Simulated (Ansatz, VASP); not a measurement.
# Two plane-wave programs on ZnS

File INCAR:

```
SYSTEM = ZnS
ALGO = Normal
EDIFF = 1E-6
ENCUT = 520
GGA = PE
ISIF = 2
ISMEAR = -1
LASPH = .TRUE.
LCHARG = .FALSE.
LREAL = .FALSE.
LWAVE = .FALSE.
NBANDS = 26
NELM = 80
PREC = Accurate
SIGMA = 0.02
```

File KPOINTS:

```
k-points
0
G
  12 12 4
  0 0 0
```

The input POSCAR:

```
ZnS
1.0
    3.9576688909      0.0000000000      0.0000000000
   -1.9788344454      3.4274417993      0.0000000000
    0.0000000000      0.0000000000      6.1040543255
Zn S
2 2
Direct
    0.3333333333      0.6666666667     -0.0048323387
    0.6666666667      0.3333333333      0.4951676613
    0.3333333333      0.6666666667      0.3798323387
    0.6666666667      0.3333333333      0.8798323387
```

Input for Ansatz:

```yaml
crystal:
  lattice:
    - [3.9576688909, 0.0, 0.0]
    - [-1.9788344454, 3.4274417993, 0.0]
    - [0.0, 0.0, 6.1040543255]
  atoms:
    - { symbol: Zn, position: [0.3333333333, 0.6666666667, -0.0048323387] }
    - { symbol: Zn, position: [0.6666666667, 0.3333333333, 0.4951676613] }
    - { symbol: S, position: [0.3333333333, 0.6666666667, 0.3798323387] }
    - { symbol: S, position: [0.6666666667, 0.3333333333, 0.8798323387] }
kpoints:
  mp_grid: { grid: [12, 12, 4] }
  band_path:
    path:
      - [0.0, 0.0, 0.0]
      - [0.5, 0.0, 0.0]
      - [0.3333333333, 0.3333333333, 0.0]
      - [0.0, 0.0, 0.5]
      - [0.5, 0.0, 0.5]
      - [0.3333333333, 0.3333333333, 0.5]
    npoints: 1
hamiltonian:
  xc: pbe
scf:
  occupations: { method: fermi_dirac, width: 0.02 }
  n_extra_bands: 5
output:
  forces: true
  stress: true
  eigenvalues: true
```

Change from the starting cell: epitaxial_xy strain +4.0%.

Alike in both runs: task single point; functional PBE; k mesh 12 × 12 × 4; occupations fermi-dirac, width 0.02 eV; no spin polarisation.

|  | VASP | Ansatz |
| --- | --- | --- |
| version | VASP 6.6.1 | Ansatz 0.2.0 |
| potentials or method | VASP PAW PBE potentials, release 64 (Zn, S) | plane waves, PAW |
| plane-wave cutoff (eV) | 520 | 420 |
| valence electrons in the cell | 36 | 36 |

Ansatz gave:

```
gap on the k mesh at the Fermi level (eV)                     : 1.91
pressure (GPa)                                                : -1.5
traceless stress, the component that is largest in VASP (GPa) : 3.58
rms of the force components (eV/Å)                            : 0.009
```

Q: Estimate VASP's values.

A: gap on the k mesh at the Fermi level (eV): 1.91; pressure (GPa): -1.4; traceless stress, the component that is largest in VASP (GPa): 3.60; rms of the force components (eV/Å): 0.011.

Atom by atom the forces differ by 0.002 eV/Å (rms over components). With one functional, cell and mesh, what is left measures potentials, basis and numerics.
